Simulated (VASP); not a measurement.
Set up this calculation in VASP 6.6.1, as the native input.

| Property | Result |
| --- | --- |
| Task | single point |
| Functional | LDA |
| Potentials or basis | VASP PAW LDA potentials, release 64 (W_sv) |
| Cutoff | 520 eV |
| k mesh | 22 × 22 × 22 |
| Occupations | gaussian, width 0.15 eV |
| Spin | no spin polarisation |
| Dipole correction | no |
| Further INCAR settings | ALGO = Fast; EDIFF = 1e-06; NBANDS = 13 |

The structure of W lies in POSCAR:

```
W
1.0
    0.0000000000      2.0692748838      1.6841828279
    2.0692748838      0.0000000000      1.6841828279
    2.0692748838      2.0692748838      0.0000000000
W
1
Direct
    0.0000000000      0.0000000000      0.0000000000
```

These files were run (other wordings do the same):

INCAR

```
SYSTEM = W
ALGO = Fast ; EDIFF = 1E-6
ENCUT = 520 ; GGA = CA
ISIF = 2 ; ISMEAR = 0
LASPH = .True. ; LCHARG = .False.
LREAL = .False. ; LWAVE = .False.
NBANDS = 13 ; NELM = 60
PREC = Accurate ; SIGMA = 0.15
```

KPOINTS

```
k-points
0
Gamma
  22 22 22
  0 0 0
```

Potentials or basis: VASP PAW LDA potentials, release 64 (W_sv).

Command:

```bash
$ cat potpaw_LDA.64/W_sv/POTCAR > POTCAR
$ mpirun -np 1 vasp_std > vasp.out
```

It gave:

* Pressure: 30.9 GPa
* Band gap on the k mesh: zero (bands 7 and 8 overlap by 6.60 eV)

Caveat: the stress differs along the axes, from 5 to 44 GPa; spin-orbit coupling is left out, which moves the levels of the heavy elements.

Run time: 110 s on 1 thread of Intel(R) Xeon(R) 6975P-C (Granite Rapids), with other jobs on the host, peak memory 0.25 GiB.
